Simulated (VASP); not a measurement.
# Be (Im-3m) in VASP: a series of runs

Be is run at these levels: PBEsol; tasks: relaxation of cell and atoms.

Program: VASP 6.6.1. These are calculated values, not measurements. Logs are shortened: lines on timing, memory, paths and dates and some standing lists are left out, and cuts for length are marked.

**1. The cell of the first run**

Symmetry: Im-3m, No. 229, cubic system. Conventional cell: a = 2.530 Å, b = 2.530 Å, c = 2.530 Å, α = 90.00°, β = 90.00°, γ = 90.00°. Within 2.9 Å of Be (site symmetry m-3m) lie 14 Be at 2.19 to 2.53 Å.

This isn't the form of Be at room conditions, which is hcp.

**2. Relaxation of cell and atoms, PBEsol**

Input file INCAR:

```
PREC = Accurate
ENCUT = 600
EDIFF = 1E-7
ISMEAR = -1
SIGMA = 0.05
LREAL = False
LASPH = True
NELM = 120
ALGO = Normal
ISIF = 3
LWAVE = False
LCHARG = False
GGA = PS
IBRION = 2
NSW = 80
EDIFFG = -0.02
GGA_COMPAT = False
NELMIN = 4
```

Input file KPOINTS:

```
Automatic mesh
0
Gamma
  24 24 24
```

Input file POSCAR:

```
Be
1.0
   -1.2650000000      1.2650000000      1.2650000000
    1.2650000000     -1.2650000000      1.2650000000
    1.2650000000      1.2650000000     -1.2650000000
Be
1
Direct
    0.0000000000      0.0000000000      0.0000000000
```

Potentials or basis: VASP PAW PBE potentials, release 64 (Be).

Run with:

```sh
cat potpaw_PBE.64/Be/POTCAR > POTCAR
mpirun -np 1 vasp_std > vasp.out
```

OUTCAR:

```text
PREC = Accurate
   ENCUT = 600
   EDIFF = 1E-7
   ISMEAR = -1
   LREAL = False
   LASPH = True
   NELM = 120
   ISIF = 3
   GGA = PS
   IBRION = 2
   NSW = 80
   EDIFFG = -0.02
   NELMIN = 4

 ion  position               nearest neighbor table
   1  0.000  0.000  0.000-

  LATTYP: Found a body centered cubic cell.
 ALAT       =     2.5300000000

  Lattice vectors:

 A1 = (  -1.2650000000,   1.2650000000,   1.2650000000)
 A2 = (   1.2650000000,  -1.2650000000,   1.2650000000)
 A3 = (   1.2650000000,   1.2650000000,  -1.2650000000)

Analysis of symmetry for initial positions (statically):
=====================================================================
 Subroutine PRICEL returns:
 Original cell was already a primitive cell.

 Routine SETGRP: Setting up the symmetry group for a
 body centered cubic supercell.

 Subroutine GETGRP returns: Found 48 space group operations
 (whereof 48 operations were pure point group operations)
 out of a pool of 48 trial point group operations.

The static configuration has the point symmetry O_h .

Analysis of symmetry for dynamics (positions and initial velocities):
=====================================================================
 Subroutine PRICEL returns:
 Original cell was already a primitive cell.

 Routine SETGRP: Setting up the symmetry group for a
 body centered cubic supercell.

 Subroutine GETGRP returns: Found 48 space group operations
 (whereof 48 operations were pure point group operations)
 out of a pool of 48 trial point group operations.

The dynamic configuration has the point symmetry O_h .

 Subroutine INISYM returns: Found 48 space group operations
 (whereof 48 operations are pure point group operations),
 and found     1 'primitive' translations

----------------------------------------------------------------------------------------

                                     Primitive cell

  volume of cell :       8.0971

  direct lattice vectors                    reciprocal lattice vectors
    -1.265000000  1.265000000  1.265000000     0.000000000  0.395256917  0.395256917
     1.265000000 -1.265000000  1.265000000     0.395256917  0.000000000  0.395256917
     1.265000000  1.265000000 -1.265000000     0.395256917  0.395256917  0.000000000

  length of vectors
     2.191044272  2.191044272  2.191044272     0.558977693  0.558977693  0.558977693

  position of ions in fractional coordinates (direct lattice)
[... 83 lines left out ...]
   ISIF   =      3    stress and relaxation
   ISYM   =      2    0-nonsym 1-usesym 2-fastsym
   POTIM  = 0.5000    time-step for ionic-motion
   TEBEG  =    0.0;   TEEND  =   0.0 temperature during run
   PSTRESS=    0.0 pullay stress
   NELECT =       2.0000    total number of electrons
   NUPDOWN=      -1.0000    fix difference up-down
   EMIN   =  10.00;   EMAX   =-10.00  energy-range for DOS
   EFERMI =   0.00;   METHOD = LEGACY
   ISMEAR =    -1;   SIGMA  =   0.05  broadening in eV -4-tet -1-fermi 0-gaus
   EFERMI_NEDOS =   21; number of points for ismear=-14 and -15
   IALGO  =     38    algorithm
   IMIX   =      4    mixing-type and parameters
     AMIX     =   0.40;   BMIX     =  1.00
     AMIX_MAG =   1.60;   BMIX_MAG =  1.00
  volume/ion in A,a.u.               =       8.10        54.64
  Fermi-wavevector in a.u.,A,eV,Ry     =   1.027167  1.941064 14.355121  1.055072
  Thomas-Fermi vector in A             =   2.161098
   LORBIT       =      0    0 simple, 1 ext, 2 COOP (PROOUT), +10 PAW based schemes
   GGA     = PS    functional components
   LHFCALC =     F    Hartree Fock is set to
   AEXX    =    0.0000 exact exchange contribution
   IVDW    =     0    specifies the selected vdW correction
   LEPSILON=     F    determine dielectric tensor
   LRPA    =     F    only Hartree local field effects (RPA)
 conjugate gradient relaxation of ions
 non-spin polarized calculation
  energy-cutoff  :      600.00
  volume of cell :        8.10
 maximum number of plane-waves:       277
 NGX is ok and might be reduce to    18
   NGX =  9   NGY =  9   NGZ =  9

--------------------------------------- Ionic step        1  -------------------------------------------

 number of electron       2.0000000 magnetization

 Free energy of the ion-electron system (eV)
  ---------------------------------------------------
  ext. energy  EPLUGINS =         0.00000000
  ---------------------------------------------------
  free energy    TOTEN  =        -3.89518743 eV

  energy without entropy =       -3.89366724  energy(sigma->0) =       -3.89442734

------------------------ aborting loop because EDIFF is reached ----------------------------------------

  FORCE on cell =-STRESS in cart. coord.  units (eV):
  Direction    XX          YY          ZZ          XY          YZ          ZX
  --------------------------------------------------------------------------------------
  -------------------------------------------------------------------------------------
  Total       -0.2427106     -0.2427106     -0.2427106      0.0000000      0.0000000      0.0000000
  in kB      -48.0250433    -48.0250433    -48.0250433      0.0000000      0.0000000      0.0000000
  external PRESSURE =     -48.0250433 kB  Pullay stress =       0.0000000 kB
[... 57 lines left out ...]
--------------------------------------- Ionic step        3  -------------------------------------------

 number of electron       2.0000000 magnetization

 Free energy of the ion-electron system (eV)
  ---------------------------------------------------
  ext. energy  EPLUGINS =         0.00000000
  ---------------------------------------------------
  free energy    TOTEN  =        -3.90025493 eV

  energy without entropy =       -3.89881817  energy(sigma->0) =       -3.89953655

 E-fermi :   8.1148     XC(G=0): -10.6702

 val. band max:        8.0965664459   @ k =   0.2917   0.2917   0.0417
 cond. band min:       8.1430689748   @ k =  -0.3750  -0.4167   0.1250
 fundamental gap:      0.0465025289
 Fermi energy:         8.1148253372

 k-point     1 :       0.0000    0.0000    0.0000
  band No.  band energies     occupation
      1      -4.2810      2.00000
      2      27.5738      0.00000
      3      27.5738      0.00000
      4      27.5738      0.00000
      5      38.9827      0.00000
[... 177 lines left out ...]
 k-point    24 :       0.4583    0.0417    0.0000
  band No.  band energies     occupation
      1       2.7012      2.00000
      2       8.5939      0.00014
      3      20.2089      0.00000
      4      23.0862      0.00000
      5      29.3308      0.00000

 [... further k-points ...]
[... 5 lines left out ...]
  --------------------------------------------------------------------------------------
  -------------------------------------------------------------------------------------
  Total       -0.0010282     -0.0010282     -0.0010282     -0.0000000      0.0000000      0.0000000
  in kB       -0.2119961     -0.2119961     -0.2119961     -0.0000000      0.0000000      0.0000000
  external PRESSURE =      -0.2119961 kB  Pullay stress =       0.0000000 kB
[... 16 lines left out ...]
  FREE ENERGIE OF THE ION-ELECTRON SYSTEM (eV)
  ---------------------------------------------------
  free  energy   TOTEN  =        -3.9002549346 eV

  energy  without entropy=       -3.8988181744  energy(sigma->0) =       -3.89953655

 reached required accuracy - stopping structural energy minimisation
```

OSZICAR:

```text
N       E                     dE             d eps       ncg     rms          rms(c)
DAV:   1    -0.184692998137E+01   -0.18469E+01   -0.12512E+03  4310   0.374E+02
DAV:   2    -0.389649550593E+01   -0.20496E+01   -0.18314E+01  5605   0.426E+01
DAV:   3    -0.390770573427E+01   -0.11210E-01   -0.11199E-01  4960   0.244E+00
[... 15 lines left out ...]
   2 F= -.39001471E+01 E0= -.38994244E+01  d E =-.495964E-02
       N       E                     dE             d eps       ncg     rms          rms(c)
DAV:   1    -0.390025478661E+01   -0.10771E-03   -0.43491E-04  4355   0.242E-01    0.850E-03
DAV:   2    -0.390025446041E+01    0.32620E-06   -0.35540E-07  5330   0.728E-03    0.528E-03
DAV:   3    -0.390025494500E+01   -0.48459E-06   -0.23450E-07  4485   0.845E-03    0.160E-04
DAV:   4    -0.390025493456E+01    0.10438E-07   -0.40883E-10  3040   0.274E-04
   3 F= -.39002549E+01 E0= -.38995366E+01  d E =-.506750E-02
```

CONTCAR:

```text
Be
   1.00000000000000
    -1.2477861857982155    1.2477861857982155    1.2477861857982155
     1.2477861857982155   -1.2477861857982155    1.2477861857982155
     1.2477861857982155    1.2477861857982155   -1.2477861857982155
  Be
     1
Direct
     0.0000000000000000    0.0000000000000000    0.0000000000000000

  0.00000000E+00  0.00000000E+00  0.00000000E+00
```

Wall time 25 s (1 thread of Intel Xeon Platinum 8259CL at 2.50GHz (Skylake/Cascade Lake), shared host); peak memory 0.13 GiB.

Results:

```
Free energy                           : -3.9003 eV
Relaxed volume                        : 7.77 Å³/atom
Relaxed cell                          : a = 2.161 Å, b = 2.161 Å, c = 2.161 Å, α = 109.47°, β = 109.47°, γ = 109.47°
Space group after relaxing (to 0.1 Å) : Im-3m (No. 229)
Energy gained by relaxing             : 5.1 meV/atom
Ionic steps                           : 3
Pressure after relaxing               : 0.0 GPa
Band gap on the k mesh                : zero (bands 1 and 2 overlap by 5.38 eV)
```

The path:
```
step  energy change (eV)  largest force (eV/Å)  pressure (GPa)  volume (Å³)
   1              0.0000                0.0000           -4.80         8.10
   2             -0.0050                0.0000           -0.73         7.82
   3             -0.0051                0.0000           -0.02         7.77
```

Final structure:
```cif
data_structure
_symmetry_space_group_name_H-M 'P 1'
_symmetry_Int_Tables_number 1
_cell_length_a 2.1612
_cell_length_b 2.1612
_cell_length_c 2.1612
_cell_angle_alpha 109.471
_cell_angle_beta 109.471
_cell_angle_gamma 109.471
_cell_volume 7.77
loop_
_atom_site_label
_atom_site_type_symbol
_atom_site_fract_x
_atom_site_fract_y
_atom_site_fract_z
_atom_site_occupancy
Be1 Be 0.00000 0.00000 0.00000 1
```

Caveat: the PAW data sets were made with another functional, which shifts forces and pressure a little.

**3. Relaxation of cell and atoms, PBEsol, target pressure 5 GPa, at which the enthalpy is minimised**

Input file INCAR:

```
PREC = Accurate
ENCUT = 600
EDIFF = 1E-7
ISMEAR = -1
SIGMA = 0.05
LREAL = F
LASPH = T
NELM = 120
ALGO = Normal
ISIF = 3
LWAVE = F
LCHARG = F
GGA = PS
IBRION = 2
NSW = 80
EDIFFG = -0.02
PSTRESS = 50.0
GGA_COMPAT = F
NELMIN = 4
```

Input file KPOINTS:

```
regular mesh
0
Gamma
  24 24 24
```

POSCAR is that of step 2.

Potentials or basis: VASP PAW PBE potentials, release 64 (Be).

Run with:

```sh
cat potpaw_PBE.64/Be/POTCAR > POTCAR
mpirun -np 1 vasp_std > vasp.out
```

OUTCAR:

```text
PREC = Accurate
   ENCUT = 600
   EDIFF = 1E-7
   ISMEAR = -1
   LREAL = F
   LASPH = T
   NELM = 120
   ISIF = 3
   GGA = PS
   IBRION = 2
   NSW = 80
   EDIFFG = -0.02
   PSTRESS = 50.0
   NELMIN = 4

 ion  position               nearest neighbor table
   1  0.000  0.000  0.000-

  LATTYP: Found a body centered cubic cell.
 ALAT       =     2.5300000000

  Lattice vectors:

 A1 = (  -1.2650000000,   1.2650000000,   1.2650000000)
 A2 = (   1.2650000000,  -1.2650000000,   1.2650000000)
 A3 = (   1.2650000000,   1.2650000000,  -1.2650000000)

Analysis of symmetry for initial positions (statically):
=====================================================================
 Subroutine PRICEL returns:
 Original cell was already a primitive cell.

 Routine SETGRP: Setting up the symmetry group for a
 body centered cubic supercell.

 Subroutine GETGRP returns: Found 48 space group operations
 (whereof 48 operations were pure point group operations)
 out of a pool of 48 trial point group operations.

[... 164 lines left out ...]

  FORCE on cell =-STRESS in cart. coord.  units (eV):
  Direction    XX          YY          ZZ          XY          YZ          ZX
  --------------------------------------------------------------------------------------
  -------------------------------------------------------------------------------------
  Total       -0.2427106     -0.2427106     -0.2427106      0.0000000      0.0000000      0.0000000
  in kB      -48.0250433    -48.0250433    -48.0250433      0.0000000      0.0000000      0.0000000
  external PRESSURE =     -98.0250433 kB  Pullay stress =      50.0000000 kB
[... 61 lines left out ...]
--------------------------------------- Ionic step        3  -------------------------------------------

 number of electron       2.0000000 magnetization

 Free energy of the ion-electron system (eV)
  ---------------------------------------------------
  ext. energy  EPLUGINS =         0.00000000
  ---------------------------------------------------
  free energy    TOTEN  =        -3.89595522 eV

  energy without entropy =       -3.89456361  energy(sigma->0) =       -3.89525941

 E-fermi :   8.4449     XC(G=0): -10.7947

 val. band max:        8.4165214142   @ k =   0.2917   0.2917   0.0417
 cond. band min:       8.4703189295   @ k =  -0.3750  -0.4167   0.1250
 fundamental gap:      0.0537975153
 Fermi energy:         8.4449460155

 k-point     1 :       0.0000    0.0000    0.0000
  band No.  band energies     occupation
      1      -4.1732      2.00000
      2      28.5158      0.00000
      3      28.5158      0.00000
      4      28.5158      0.00000
      5      40.0744      0.00000
[... 177 lines left out ...]
 k-point    24 :       0.4583    0.0417    0.0000
  band No.  band energies     occupation
      1       2.8821      2.00000
      2       9.0407      0.00001
      3      20.9155      0.00000
      4      23.8411      0.00000
      5      30.1723      0.00000

 [... further k-points ...]

------------------------ aborting loop because EDIFF is reached ----------------------------------------

  FORCE on cell =-STRESS in cart. coord.  units (eV):
  Direction    XX          YY          ZZ          XY          YZ          ZX
  --------------------------------------------------------------------------------------
  -------------------------------------------------------------------------------------
  Total        0.2321191      0.2321191      0.2321191     -0.0000000     -0.0000000      0.0000000
  in kB       49.6907258     49.6907258     49.6907258     -0.0000000     -0.0000000      0.0000000
  external PRESSURE =      -0.3092742 kB  Pullay stress =      50.0000000 kB
[... 20 lines left out ...]
  energy  without entropy=       -3.8945636068  energy(sigma->0) =       -3.89525941

  enthalpy is  TOTEN    =        -3.6623914154 eV   P V=        0.2335638023

 reached required accuracy - stopping structural energy minimisation
```

CONTCAR:

```text
Be
   1.00000000000000
    -1.2322402045619965    1.2322402045619965    1.2322402045619965
     1.2322402045619965   -1.2322402045619965    1.2322402045619965
     1.2322402045619965    1.2322402045619965   -1.2322402045619965
  Be
     1
Direct
     0.0000000000000000    0.0000000000000000    0.0000000000000000

  0.00000000E+00  0.00000000E+00  0.00000000E+00
```

Wall time 29 s (1 thread of Intel Xeon Platinum 8259CL at 2.50GHz (Skylake/Cascade Lake), shared host); peak memory 0.13 GiB.

Results:

* Free energy: -3.8960 eV
* Relaxed volume: 7.48 Å³/atom
* Relaxed cell: a = 2.134 Å, b = 2.134 Å, c = 2.134 Å, α = 109.47°, β = 109.47°, γ = 109.47°
* Space group after relaxing (to 0.1 Å): Im-3m (No. 229)
* Energy change on relaxing (the run minimises the enthalpy): -0.8 meV/atom
* Ionic steps: 3
* Pressure after relaxing: 5.0 GPa
* Band gap on the k mesh: zero (bands 1 and 2 overlap by 5.55 eV)

The path:
| step | energy change (eV) | largest force (eV/Å) | pressure (GPa) | volume (Å³) |
| --- | --- | --- | --- | --- |
| 1 | 0.0000 | 0.0000 | -4.80 | 8.10 |
| 2 | -0.0021 | 0.0000 | 4.11 | 7.53 |
| 3 | -0.0008 | 0.0000 | 4.97 | 7.48 |

Final structure:
```cif
data_structure
_symmetry_space_group_name_H-M 'P 1'
_symmetry_Int_Tables_number 1
_cell_length_a 2.1343
_cell_length_b 2.1343
_cell_length_c 2.1343
_cell_angle_alpha 109.471
_cell_angle_beta 109.471
_cell_angle_gamma 109.471
_cell_volume 7.48
loop_
_atom_site_label
_atom_site_type_symbol
_atom_site_fract_x
_atom_site_fract_y
_atom_site_fract_z
_atom_site_occupancy
Be1 Be 0.00000 0.00000 0.00000 1
```

Caveat: the cell is relaxed towards a set pressure, so the run minimises the enthalpy, not the energy; the PAW data sets were made with another functional, which shifts forces and pressure a little.

(Part 1 of 2 ends here.)

The gap in the log of VASP goes by the Fermi energy; the results here count the filled bands.